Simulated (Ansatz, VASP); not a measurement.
HfO2 in VASP and in Ansatz

```
CELL_PARAMETERS angstrom
5.05980 0.00000 0.00000
0.00000 10.01720 0.00000
0.00000 0.00000 5.22760
ATOMIC_POSITIONS crystal
Hf 0.74515 0.88454 0.96486
Hf 0.24515 0.61546 0.03514
Hf 0.25485 0.38454 0.53514
Hf 0.75485 0.11546 0.46486
Hf 0.25485 0.11546 0.03514
Hf 0.75485 0.38454 0.96486
Hf 0.74515 0.61546 0.46486
Hf 0.24515 0.88454 0.53514
O 0.87051 0.79074 0.62402
O 0.37051 0.70926 0.37598
O 0.12949 0.29074 0.87598
O 0.62949 0.20926 0.12402
O 0.12949 0.20926 0.37598
O 0.62949 0.29074 0.62402
O 0.87051 0.70926 0.12402
O 0.37051 0.79074 0.87598
O 0.50288 0.97644 0.26172
O 0.00288 0.52356 0.73828
O 0.49712 0.47644 0.23828
O 0.99712 0.02356 0.76172
O 0.49712 0.02356 0.73828
O 0.99712 0.47644 0.26172
O 0.50288 0.52356 0.76172
O 0.00288 0.97644 0.23828
```

Alike in both runs: functional PBE; k mesh 5 × 3 × 5; occupations fermi-dirac, width 0.02 eV; no spin polarisation.

Ansatz relaxed the structure, and its values are those at the end. VASP's run is a single point on that final structure, the one shown.

|  | VASP | Ansatz |
| --- | --- | --- |
| version | VASP 6.6.1 | Ansatz 0.2.0 |
| potentials or method | VASP PAW PBE potentials, release 64 (Hf_pv, O) | plane-wave PAW, scalar-relativistic |
| plane-wave cutoff (eV) | 520 | 420 |
| valence electrons in the cell | 176 | 304 |

VASP gave:

| Quantity | Value |
| --- | --- |
| gap on the k mesh at the Fermi level (eV) | 4.29 |
| pressure (GPa) | 2.3 |
| rms of the force components (eV/Å) | 0.023 |

**Question.** Which values does Ansatz return?

**Answer.** gap on the k mesh at the Fermi level (eV): 4.33; pressure (GPa): 5.6; rms of the force components (eV/Å): 0.004.

The functional is the same, so the differences come from potentials, cutoffs and numerics. VASP's potentials hold 176 valence electrons a cell and Ansatz's 304, so a difference there can come from the potentials and not from the codes. Ansatz's warnings: stress scf threshold loose.

Spin-orbit coupling is off throughout.
